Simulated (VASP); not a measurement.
Cd:

```
Cd
1.0
     2.92045    0.00000    0.00000
    -1.46023    2.52919    0.00000
     0.00000    0.00000    9.53748
Cd
4
Direct
  0.00000 0.00000 0.00000
  0.00000 0.00000 0.50000
  0.33333 0.66667 0.25000
  0.66667 0.33333 0.75000
```

| Property | Result |
| --- | --- |
| Program | VASP 6.6.1 |
| Task | relaxation of cell and atoms |
| Functional | PBE |
| Potentials or basis | VASP PAW PBE potentials, release 64 (Cd) |
| Cutoff | 600 eV |
| k mesh | 6 × 6 × 2 |
| Occupations | gaussian, width 0.1 eV |
| Spin | no spin polarisation |

At the start: pressure 23.5 GPa; volume 17.61 Å³/atom.

Question: Where does the relaxation end?

Answer: Over 8 steps the energy falls by 342.9 meV/atom and the volume is 23.49 Å³/atom (+33.4 %); space group P6_3/mmc (No. 194, to 0.1 Å) before and after.

Step by step:
```csv
step,energy change (eV),largest force (eV/Å),pressure (GPa),volume (Å³)
1,0.0000,0.0000,23.48,70.45
2,-1.1349,0.0000,-2.14,100.17
3,-1.1864,0.0000,0.50,91.82
4,-1.1881,0.0000,-0.06,93.21
5,-1.1880,0.0000,0.11,92.71
6,-1.2083,0.0000,0.03,92.93
7,-1.3194,0.0000,-0.17,93.46
8,-1.3715,0.0000,-0.09,93.96
```

Final structure:
```yaml
crystal:
  lattice:
    - [3.02596, 0.00000, 0.00000]
    - [-1.51298, 2.62056, 0.00000]
    - [0.00000, 0.00000, 11.84869]
  atoms:
    - { symbol: Cd, position: [0.00000, 0.00000, 0.00000] }
    - { symbol: Cd, position: [0.00000, 0.00000, 0.50000] }
    - { symbol: Cd, position: [0.33333, 0.66667, 0.25000] }
    - { symbol: Cd, position: [0.66667, 0.33333, 0.75000] }
```

Caveat: the k points lie up to 0.40 Å⁻¹ apart in the final cell, too coarse for converged energies and pressures of a metal; the volume moved by over 15 % at a fixed basis, so the end points are rough.
